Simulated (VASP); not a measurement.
YBe:

```
CELL_PARAMETERS angstrom
3.34314 0.00000 0.00000
0.00000 3.34314 0.00000
0.00000 0.00000 3.54028
ATOMIC_POSITIONS crystal
Y 0.50000 0.50000 0.50000
Be 0.00000 0.00000 0.00000
```

- Program: VASP 6.6.1
- Task: relaxation of cell and atoms
- Functional: PBE
- Potentials or basis: VASP PAW PBE potentials, release 64 (Y_sv, Be)
- Cutoff: 600 eV
- k mesh: 6 × 6 × 6
- Occupations: gaussian, width 0.1 eV
- Spin: no spin polarisation

At the start: pressure 0.4 GPa; volume 19.78 Å³/atom.

**Question.** How do energy, volume and symmetry change on relaxing?

**Answer.** Over 5 steps the energy falls by 8.0 meV/atom and the volume is 19.94 Å³/atom (+0.8 %); space group Pm-3m (No. 221, to 0.05 Å).

Step by step:
```
step  energy change (eV)  largest force (eV/Å)  pressure (GPa)  volume (Å³)
   1              0.0000                0.0000            0.43        39.57
   2             -0.0083                0.0000            0.09        39.87
   3             -0.0150                0.0000           -0.74        40.50
   4             -0.0152                0.0000           -0.59        40.39
   5             -0.0161                0.0000            0.20        39.87
```

Final structure:
```
CELL_PARAMETERS angstrom
3.41746 0.00000 0.00000
0.00000 3.41746 0.00000
0.00000 0.00000 3.41419
ATOMIC_POSITIONS crystal
Y 0.50000 0.50000 0.50000
Be 0.00000 0.00000 0.00000
```
